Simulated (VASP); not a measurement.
Set up this calculation in VASP 6.6.1, as the native input.

```
Task                   : electric field gradients
Functional             : LDA
Potentials or basis    : VASP PAW LDA potentials, release 64 (W_sv, S)
Cutoff                 : 520 eV
k mesh                 : 13 × 13 × 13
Occupations            : fermi-dirac, width 0.08 eV
Spin                   : no spin polarisation
Dipole correction      : no
Further INCAR settings : ALGO = Normal; EDIFF = 1e-08; NBANDS = 20
```

The structure of WS2 lies in POSCAR:

```
WS2
1.0
    1.6263703958      0.9389853858      6.1633300000
   -1.6263703958      0.9389853858      6.1633300000
    0.0000000000     -1.8779707716      6.1633300000
W S
1 2
Direct
    0.0000000000      0.0000000000      0.0000000000
    0.7503000000      0.7503000000      0.7503000000
    0.5810000000      0.5810000000      0.5810000000
```

This cell differs from its parent crystal: equal xx and yy strain of +3 %.

One way to write it, as run:

INCAR

```
SYSTEM = WS2
PREC     = Accurate       ! precision mode
ENCUT    = 520            ! plane-wave cutoff, eV
EDIFF    = 1E-8           ! SCF threshold, eV
ISMEAR   = -1             ! smearing method
SIGMA    = 0.08           ! smearing width, eV
LREAL    = .False.        ! projectors in reciprocal space
LASPH    = .True.         ! aspherical terms in the spheres
NELM     = 80             ! most SCF steps
ALGO     = Normal         ! electronic algorithm
ISIF     = 2              ! what is computed and relaxed
LWAVE    = .False.        ! write WAVECAR
LCHARG   = .False.        ! write CHGCAR
LEFG     = .True.       
NBANDS   = 20             ! bands
```

KPOINTS

```
Automatic mesh
0
Gamma
  13 13 13
  0 0 0
```

Potentials or basis: VASP PAW LDA potentials, release 64 (W_sv, S).

Run with:

```sh
$ cat potpaw_LDA.64/W_sv/POTCAR potpaw_LDA.64/S/POTCAR > POTCAR
$ mpirun -np 1 vasp_std > vasp.out
```

Results of the run:

```yaml
Pressure: -11.4 GPa
Largest_force: 1.075 eV/Å
Band_gap_on_the_k_mesh: 0.92 eV, indirect (least direct gap 1.78 eV)
```

Caveat: the cell differs from its parent crystal (equal xx and yy strain of +3 %); without QUAD_EFG the Cq values of the log hold for a quadrupole moment of 1 mb, not for the nuclei; spin-orbit coupling is left out, which moves the levels of the heavy elements; forces of over 1 eV/Å act on the atoms, so gaps and moduli don't describe the material at rest.

Run time: 8.7 min on 1 thread of Intel(R) Xeon(R) Platinum 8175M CPU @ 2.50GHz (Skylake/Cascade Lake), with other jobs on the host, peak memory 0.43 GiB.
